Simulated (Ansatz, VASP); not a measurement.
## Au in VASP and in Ansatz

```
Au
1.0
    -1.52469    1.52469    1.52469
     1.52469   -1.52469    1.52469
     1.52469    1.52469   -1.52469
Au
1
Direct
  0.00000 0.00000 0.00000
```

Change from the starting cell: strain -0.080 along x and y, -0.080 along z, atoms carried along.

Alike in both runs: task single point; functional r2SCAN; k mesh 24 × 24 × 24; occupations gaussian, width 0.15 eV; no spin polarisation.

|  | VASP | Ansatz |
| --- | --- | --- |
| version | VASP 6.6.1 | Ansatz 0.2.0 |
| potentials or method | VASP PAW PBE potentials, release 64 (Au), cutoff 520 eV | scalar-relativistic, plane waves, PAW |
| valence electrons in the cell | 11 | 19 |

Ansatz gave:

```
gap on the k mesh at the Fermi level (eV) : none
pressure (GPa)                            : 61.2
```

Problem. Estimate VASP's values.

Solution. gap on the k mesh at the Fermi level (eV): none; pressure (GPa): 62.5.

VASP's potentials were made for PBE, not for r2SCAN. A gap of «none» marks a metal or a gap that the smearing closes. Both programs put the cell under a high pressure, so it lies far from rest at this level. With one functional, cell and mesh, what is left measures potentials, basis and numerics. VASP's potentials hold 11 valence electrons a cell and Ansatz's 19, so a difference there can come from the potentials and not from the codes.

Neither program's run includes spin-orbit coupling. Noted on VASP's run: the cell as given lies far from equilibrium.
